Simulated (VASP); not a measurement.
Here is a VASP 6.6.1 calculation.

File INCAR:

```
PREC = Accurate
ENCUT = 520
EDIFF = 1E-6
ISMEAR = 0
SIGMA = 0.05
LREAL = F
LASPH = T
NELM = 100
ALGO = Normal
ISIF = 2
LWAVE = F
LCHARG = F
GGA = PS
NBANDS = 26
```

File KPOINTS:

```
Automatic mesh
0
Gamma
  9 9 4
```

Contents of POSCAR:

```
MgO
1.0
    3.2553371795      0.0000000000      0.0000000000
   -1.6276685897      2.8192046953      0.0000000000
    0.0000000000      0.0000000000     10.4149514991
Mg O
4 4
Direct
    0.3333333333      0.6666666667      0.9695963559
    0.0000000000      0.0000000000      0.2209473890
    0.0000000000      0.0000000000      0.7209473890
    0.6666666667      0.3333333333      0.4695963559
    0.3333333333      0.6666666667      0.7799156657
   -0.0798688387      0.0000000000      0.5545028799
    0.0000000000      0.0000000000      0.0295387694
    0.6666666667      0.3333333333      0.2799156657
```

Potentials or basis: VASP PAW PBE potentials, release 64 (Mg, O).

The run is started by

```sh
$ cat potpaw_PBE.64/Mg/POTCAR potpaw_PBE.64/O/POTCAR > POTCAR
$ mpirun -np 1 vasp_std > vasp.out
```

Question: Estimate the band gap on the k mesh.

Answer: 2.56 eV, direct.

Question: Predict the pressure.

Answer: 2.3 GPa.

Question: Predict the largest force.

Answer: 4.959 eV/Å.

Stress tensor (GPa, compression positive):
```
-0.01 -0.87  2.74
-0.87 -0.76 -1.05
 2.74 -1.05  7.79
```

Caveat: the cell differs from its parent crystal (atom 6 (O) moved by -0.260 Å along [1 0 0] and +0.260 Å along [0 0 1]); the PAW data sets were made with another functional, which shifts forces and pressure a little. A k mesh can miss the band edges.
